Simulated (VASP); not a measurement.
# CuI (I-4m2) in VASP: further runs

The runs below take CuI through single point, with PBEsol.

Program: VASP 6.6.1. These are calculated values, not measurements. Logs are shortened: lines on timing, memory, paths and dates and some standing lists are left out, and cuts for length are marked.

### Step 1. The cell of the first run

Symmetry: I-4m2, No. 119, tetragonal system. The conventional cell has a = 4.812 Å, b = 4.812 Å, c = 4.812 Å, α = 90.00°, β = 90.00°, γ = 90.00°. Cu (site symmetry -4m2) has 4 I at 2.69 Å within 3.5 Å. Within 3.5 Å of I (site symmetry -4m2) lie 4 Cu at 2.69 Å.

### Step 2. Single point, PBEsol

Contents of INCAR:

```
ALGO = Normal
EDIFF = 1E-7
ENCUT = 520
GGA = PS
ISIF = 2
ISMEAR = 0
LASPH = True
LCHARG = True
LELF = True
LREAL = False
LVHAR = True
LWAVE = False
NBANDS = 16
NELM = 80
PREC = Accurate
SIGMA = 0.05
```

Contents of KPOINTS:

```
k-points
0
Gamma
  8 8 8
```

Contents of POSCAR:

```
CuI
1.0
    0.0000000000      3.4029150011      2.4058609058
    3.4029150011      0.0000000000      2.4058609058
    3.4029150011      3.4029150011      0.0000000000
Cu I
1 1
Direct
    0.7500000000      0.7500000000      0.7500000000
    0.0000000000      0.0000000000      0.0000000000
```

Potentials or basis: VASP PAW PBE potentials, release 64 (Cu, I).

Started as:

```bash
> cat potpaw_PBE.64/Cu/POTCAR potpaw_PBE.64/I/POTCAR > POTCAR
> mpirun -np 1 vasp_std > vasp.out
```

OUTCAR:

```text
EDIFF = 1E-7
   ENCUT = 520
   GGA = PS
   ISIF = 2
   ISMEAR = 0
   LASPH = True
   LREAL = False
   NELM = 80
   PREC = Accurate

 ion  position               nearest neighbor table
   1  0.750  0.750  0.750-   2 2.69   2 2.69   2 2.69   2 2.69
   2  0.000  0.000  0.000-   1 2.69   1 2.69   1 2.69   1 2.69

  LATTYP: Found a body centered tetragonal cell.
 ALAT       =     4.8124485462
 C/A-ratio  =     0.9998489886

  Lattice vectors:

 A1 = (   0.0000000000,  -3.4029150011,  -2.4058609058)
 A2 = (   0.0000000000,   3.4029150011,  -2.4058609058)
 A3 = (   3.4029150011,   0.0000000000,   2.4058609058)

Analysis of symmetry for initial positions (statically):
=====================================================================
 Subroutine PRICEL returns:
 Original cell was already a primitive cell.

 Routine SETGRP: Setting up the symmetry group for a
 body centered tetragonal supercell.

 Subroutine GETGRP returns: Found  8 space group operations
 (whereof  8 operations were pure point group operations)
 out of a pool of 16 trial point group operations.

The static configuration has the point symmetry D_2d.

Analysis of symmetry for dynamics (positions and initial velocities):
=====================================================================
 Subroutine PRICEL returns:
 Original cell was already a primitive cell.

 Routine SETGRP: Setting up the symmetry group for a
 body centered tetragonal supercell.

 Subroutine GETGRP returns: Found  8 space group operations
 (whereof  8 operations were pure point group operations)
 out of a pool of 16 trial point group operations.

The dynamic configuration has the point symmetry D_2d.

 Subroutine INISYM returns: Found  8 space group operations
 (whereof  8 operations are pure point group operations),
 and found     1 'primitive' translations

----------------------------------------------------------------------------------------

                                     Primitive cell

  volume of cell :      55.7189

  direct lattice vectors                    reciprocal lattice vectors
     0.000000000  3.402915001  2.405860906    -0.146932850  0.146932850  0.207825814
     3.402915001  0.000000000  2.405860906     0.146932850 -0.146932850  0.207825814
     3.402915001  3.402915001  0.000000000     0.146932850  0.146932850 -0.207825814

  length of vectors
     4.167492916  4.167492916  4.812448546     0.293887893  0.293887893  0.293887893

  position of ions in fractional coordinates (direct lattice)
     0.750000000  0.750000000  0.750000000
     0.000000000  0.000000000  0.000000000

  ion indices of the primitive-cell ions
   primitive index   ion index
                 1           1
                 2           2

----------------------------------------------------------------------------------------

 KPOINTS: k-points

Automatic generation of k-mesh.
 Grid dimensions read from file:
 generate k-points for:    8    8    8

 Generating k-lattice:

  Cartesian coordinates                     Fractional coordinates (reciprocal lattice)
    -0.018366606  0.018366606  0.025978227     0.125000000  0.000000000  0.000000000
     0.018366606 -0.018366606  0.025978227     0.000000000  0.125000000  0.000000000
     0.018366606  0.018366606 -0.025978227    -0.000000000 -0.000000000  0.125000000

  Length of vectors
     0.036735987  0.036735987  0.036735987

  Shift w.r.t. Gamma in fractional coordinates (k-lattice)
     0.000000000  0.000000000  0.000000000

 Subroutine IBZKPT returns following result:
 ===========================================

 Found     59 irreducible k-points:

 Following reciprocal coordinates:
            Coordinates               Weight
  0.000000  0.000000  0.000000      1.000000
  0.125000  0.000000  0.000000      8.000000
  0.250000  0.000000  0.000000      8.000000
  0.375000  0.000000  0.000000      8.000000
  0.500000  0.000000  0.000000      4.000000
  0.125000  0.125000  0.000000      2.000000
[... 16 lines left out ...]
  0.250000  0.000000  0.125000     16.000000
  0.375000  0.000000  0.125000     16.000000
 [... further k-points ...]
   k-points           NKPTS =     59   k-points in BZ     NKDIM =     59   number of bands    NBANDS=     16
   number of dos      NEDOS =    301   number of ions     NIONS =      2
   total plane-waves  NPLWV =  36864
   dimension x,y,z NGX =    32 NGY =   32 NGZ =   36
   dimension x,y,z NGXF=    64 NGYF=   64 NGZF=   72
   ions per type =               1   1
   NGX,Y,Z   is equivalent  to a cutoff of  12.77, 12.77, 12.44 a.u.
   NGXF,Y,Z  is equivalent  to a cutoff of  25.53, 25.53, 24.87 a.u.
 SYSTEM =  unknown system
   PREC   = accura    normal or accurate (medium, high low for compatibility)
   ISTART =      0    job   : 0-new  1-cont  2-samecut
   ICHARG =      2    charge: 1-file 2-atom 10-const
   ISPIN  =      1    spin polarized calculation?
   LNONCOLLINEAR =      F non collinear calculations
   LSORBIT =      F    spin-orbit coupling
   LASPH  =      T    aspherical Exc in radial PAW
   ENCUT  =  520.0 eV  38.22 Ry    6.18 a.u.   7.75  7.75  8.95*2*pi/ulx,y,z
   NELM   =     80;   NELMIN=  2; NELMDL= -5     # of ELM steps
   EDIFF  = 0.1E-06   stopping-criterion for ELM
   LREAL  =      F    real-space projection
   EDIFFG = 0.1E-05   stopping-criterion for IOM
   NSW    =      0    number of steps for IOM
   IBRION =     -1    ionic relax: 0-MD 1-quasi-New 2-CG
   NFREE  =      0    steps in history (QN), initial steepest desc. (CG)
   ISIF   =      2    stress and relaxation
   ISYM   =      2    0-nonsym 1-usesym 2-fastsym
   POTIM  = 0.5000    time-step for ionic-motion
   TEBEG  =    0.0;   TEEND  =   0.0 temperature during run
   PSTRESS=    0.0 pullay stress
   NELECT =      18.0000    total number of electrons
   NUPDOWN=      -1.0000    fix difference up-down
   EMIN   =  10.00;   EMAX   =-10.00  energy-range for DOS
   EFERMI =   0.00;   METHOD = LEGACY
   ISMEAR =     0;   SIGMA  =   0.05  broadening in eV -4-tet -1-fermi 0-gaus
   EFERMI_NEDOS =   21; number of points for ismear=-14 and -15
   IALGO  =     38    algorithm
   IMIX   =      4    mixing-type and parameters
     AMIX     =   0.40;   BMIX     =  1.00
     AMIX_MAG =   1.60;   BMIX_MAG =  1.00
  volume/ion in A,a.u.               =      27.86       188.00
  Fermi-wavevector in a.u.,A,eV,Ry     =   1.123306  2.122741 17.168055  1.261816
  Thomas-Fermi vector in A             =   2.259971
   LORBIT       =      0    0 simple, 1 ext, 2 COOP (PROOUT), +10 PAW based schemes
   GGA     = PS    functional components
   LHFCALC =     F    Hartree Fock is set to
   AEXX    =    0.0000 exact exchange contribution
   IVDW    =     0    specifies the selected vdW correction
   LEPSILON=     F    determine dielectric tensor
   LRPA    =     F    only Hartree local field effects (RPA)
 non-spin polarized calculation
 Gauss-broadening in eV      SIGMA  =   0.05
  energy-cutoff  :      520.00
  volume of cell :       55.72
 maximum number of plane-waves:      1512
   NGX = 15   NGY = 15   NGZ = 17

 number of electron      17.9999990 magnetization

 Free energy of the ion-electron system (eV)
  ---------------------------------------------------
  ext. energy  EPLUGINS =         0.00000000
  ---------------------------------------------------
  free energy    TOTEN  =        -6.08711657 eV

  energy without entropy =       -6.08711657  energy(sigma->0) =       -6.08711657

 E-fermi :   4.3562     XC(G=0):  -9.2233

 val. band max:        4.1559025629   @ k =   0.0000   0.0000   0.0000
 cond. band min:       5.0137719041   @ k =   0.0000   0.0000   0.0000
 fundamental gap:      0.8578693412
 Fermi energy:         4.3562432303

 k-point     1 :       0.0000    0.0000    0.0000
  band No.  band energies     occupation
      1      -9.6036      2.00000
      2       0.9220      2.00000
      3       0.9220      2.00000
      4       1.1580      2.00000
      5       2.3883      2.00000
      6       2.5703      2.00000
[... 8 lines left out ...]
     15      12.3786      0.00000
     16      13.5557      0.00000

 k-point     2 :       0.1250    0.0000    0.0000
  band No.  band energies     occupation
      1      -9.5262      2.00000
      2       0.6185      2.00000
      3       0.8545      2.00000
      4       1.1247      2.00000
      5       2.4024      2.00000
      6       2.5692      2.00000
[... 8 lines left out ...]
     15      12.3465      0.00000
     16      13.9119      0.00000

 k-point     3 :       0.2500    0.0000    0.0000
  band No.  band energies     occupation
      1      -9.3278      2.00000
      2      -0.1547      2.00000
      3       0.6926      2.00000
      4       1.1476      2.00000
      5       2.4543      2.00000
      6       2.5663      2.00000
[... 8 lines left out ...]
     15      12.7815      0.00000
     16      15.2387      0.00000

 k-point     4 :       0.3750    0.0000    0.0000
  band No.  band energies     occupation
      1      -9.1102      2.00000
      2      -0.8610      2.00000
      3       0.5341      2.00000
      4       1.1548      2.00000
      5       2.5382      2.00000
      6       2.5604      2.00000
[... 8 lines left out ...]
     15      14.6386      0.00000
     16      14.8307      0.00000
[... 324 lines left out ...]
 k-point    22 :       0.1250    0.0000    0.1250
  band No.  band energies     occupation
      1      -9.5224      2.00000
      2       0.5065      2.00000
      3       0.8947      2.00000
      4       1.2239      2.00000
      5       2.3916      2.00000
      6       2.5578      2.00000
[... 8 lines left out ...]
     15      12.3164      0.00000
     16      13.8125      0.00000

 k-point    23 :       0.2500    0.0000    0.1250
  band No.  band energies     occupation
      1      -9.3808      2.00000
      2      -0.0285      2.00000
      3       0.7956      2.00000
      4       1.2268      2.00000
      5       2.4106      2.00000
      6       2.5507      2.00000
[... 8 lines left out ...]
     15      12.5892      0.00000
     16      14.3340      0.00000

 k-point    24 :       0.3750    0.0000    0.1250
  band No.  band energies     occupation
      1      -9.1692      2.00000
      2      -0.6362      2.00000
      3       0.5565      2.00000
      4       1.1733      2.00000
      5       2.4645      2.00000
      6       2.5443      2.00000
[... 8 lines left out ...]
     15      13.6436      0.00000
     16      14.8375      0.00000

 [... further k-points ...]

------------------------ aborting loop because EDIFF is reached ----------------------------------------

  FORCE on cell =-STRESS in cart. coord.  units (eV):
  Direction    XX          YY          ZZ          XY          YZ          ZX
  --------------------------------------------------------------------------------------
  -------------------------------------------------------------------------------------
  Total       -1.8554896     -1.8554896     -0.3040420      0.0000000      0.0000000      0.0000000
  in kB      -53.3539273    -53.3539273     -8.7426161      0.0000000      0.0000000      0.0000000
  external PRESSURE =     -38.4834902 kB  Pullay stress =       0.0000000 kB

 VOLUME and BASIS-vectors are now :
 -----------------------------------------------------------------------------
  energy-cutoff  :      520.00
  volume of cell :       55.72
      direct lattice vectors                 reciprocal lattice vectors
     0.000000000  3.402915001  2.405860906    -0.146932850  0.146932850  0.207825814
     3.402915001  0.000000000  2.405860906     0.146932850 -0.146932850  0.207825814
     3.402915001  3.402915001  0.000000000     0.146932850  0.146932850 -0.207825814

 POSITION                                       TOTAL-FORCE (eV/Angst)
 -----------------------------------------------------------------------------------
      5.10437      5.10437      3.60879         0.000000      0.000000     -0.000000
      0.00000      0.00000      0.00000        -0.000000     -0.000000      0.000000
 -----------------------------------------------------------------------------------
    total drift:                                0.000000      0.000000     -0.000002

  FREE ENERGIE OF THE ION-ELECTRON SYSTEM (eV)
  ---------------------------------------------------
  free  energy   TOTEN  =        -6.0871165675 eV

  energy  without entropy=       -6.0871165675  energy(sigma->0) =       -6.08711657
```

Wall time 78 s (1 thread of Intel Xeon 8259CL, shared host); peak memory 0.22 GiB.

Results:

```
Free energy            : -6.0871 eV
Pressure               : -3.8 GPa
Band gap on the k mesh : 0.86 eV
```

Levels at points of the mesh, in eV from the valence-band top:
| k point | band 7 | band 8 | band 9 | band 10 | band 11 | band 12 |
| --- | --- | --- | --- | --- | --- | --- |
| (0.00, 0.00, 0.00) | -0.28 | -0.28 | 0.00 | 0.86 | 5.58 | 5.58 |
| (0.50, 0.00, 0.00) | -1.52 | -0.85 | -0.46 | 1.59 | 4.51 | 6.80 |
| (0.50, 0.50, 0.00) | -1.39 | -1.39 | -1.39 | 1.32 | 2.40 | 9.62 |
| (0.50, 0.00, 0.50) | -1.49 | -1.46 | -0.72 | 3.23 | 4.22 | 7.62 |

Caveat: the cell stands under tension; the PAW data sets were made with another functional, which shifts forces and pressure a little; spin-orbit coupling is left out, which moves the levels of the heavy elements. A k mesh can miss the band edges.

[end of part 1 of 2]
